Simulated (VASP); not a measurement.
Write the native input for VASP 6.6.1 that does the following.

```
Task                   : single point
Functional             : PBE
Potentials or basis    : VASP PAW PBE potentials, release 64 (N, Ga_d, H)
Cutoff                 : 520 eV
k mesh                 : 8 × 8 × 1
Occupations            : gaussian, width 0.05 eV
Spin                   : collinear spin
Starting moments       : [0.0, 0.0, 0.0, 0.0, 0.0, 0.0, 1.0] μB
Dipole correction      : yes
Further INCAR settings : ALGO = Normal; EDIFF = 1e-06; NBANDS = 40; NELMDL = -8
```

The structure of Ga3HN3 lies in POSCAR:

```
Ga3HN3
1.0
    3.2165072845      0.0000000000      0.0000000000
    0.0000000000      3.2165072845      0.0000000000
    0.0000000000      0.0000000000     21.2198073008
N Ga H
3 3 1
Direct
    0.0000000000      0.5000000000      0.1885031256
    0.5000000000      0.0000000000      0.2956866679
    0.0000000000      0.5000000000      0.4029970648
    0.5000000000      0.5000000000      0.2420948967
    0.0000000000      0.0000000000      0.3470972837
    0.5000000000      0.5000000000      0.4580535140
    1.0000000000      0.5000000000      0.4530378931
```

These files were run (other wordings do the same):

INCAR

```
PREC = Accurate
ENCUT = 520
EDIFF = 1E-6
ISMEAR = 0
SIGMA = 0.05
LREAL = False
LASPH = True
NELM = 200
ALGO = Normal
ISIF = 2
LWAVE = False
LCHARG = False
ISPIN = 2
MAGMOM = 0 0 0 0 0 0 1
LORBIT = 11
LDIPOL = True
IDIPOL = 3
DIPOL = 0.5 0.5 0.341
GGA = PE
NBANDS = 40
GGA_COMPAT = False
NELMDL = -8
```

KPOINTS

```
regular mesh
0
Gamma
  8 8 1
```

Potentials or basis: VASP PAW PBE potentials, release 64 (N, Ga_d, H).

Command:

```bash
$ cat potpaw_PBE.64/N/POTCAR potpaw_PBE.64/Ga_d/POTCAR potpaw_PBE.64/H/POTCAR > POTCAR
$ mpirun -np 1 vasp_std > vasp.out
```

It gave:

```json
{
  "Largest force": "2.754 eV/Å",
  "Net moment": "-0.01 μB per cell",
  "Valence electrons inside the program's atomic spheres": "N 3.46, 3.72, 3.84; Ga 11.81, 11.79, 11.78; H 0.75"
}
```

Wall time 29 min on 1 thread of Oxide Virtual Turin-like Processor (shared host), peak memory 0.54 GiB.
